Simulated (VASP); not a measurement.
Write the native input for VASP 6.6.1 that does the following.

| Quantity | Value |
| --- | --- |
| Task | single point |
| Functional | PBEsol |
| Potentials or basis | VASP PAW PBE potentials, release 64 (Lu, Se) |
| Cutoff | 520 eV |
| k mesh | 14 × 14 × 14 |
| Occupations | gaussian, width 0.15 eV |
| Spin | no spin polarisation |
| Dipole correction | no |
| Further INCAR settings | ALGO = Normal; EDIFF = 1e-07; NBANDS = 22 |

The structure of LuSe lies in POSCAR:

```
LuSe
1.0
    0.0000000000      2.7757765395      2.7757765395
    2.7757765395      0.0000000000      2.7757765395
    2.7757765395      2.7757765395      0.0000000000
Lu Se
1 1
Direct
    0.5000000000      0.5000000000      0.5000000000
    0.0000000000      0.0000000000      0.0000000000
```

One way to write it, as run:

INCAR

```
PREC = Accurate
ENCUT = 520
EDIFF = 1E-7
ISMEAR = 0
SIGMA = 0.15
LREAL = False
LASPH = True
NELM = 100
ALGO = Normal
ISIF = 2
LWAVE = False
LCHARG = False
GGA = PS
NBANDS = 22
```

KPOINTS

```
regular mesh
0
Gamma
  14 14 14
```

Potentials or basis: VASP PAW PBE potentials, release 64 (Lu, Se).

Launch:

```console
$ cat potpaw_PBE.64/Lu/POTCAR potpaw_PBE.64/Se/POTCAR > POTCAR
$ mpirun -np 1 vasp_std > vasp.out
```

Results of the run:

The pressure is 0.5 GPa.

Caveat: the PAW data sets were made with another functional, which shifts forces and pressure a little.

Wall time 57 s on 1 thread of AMD EPYC 9R45 96-Core Processor (Zen 5) (shared host), peak memory 0.23 GiB.
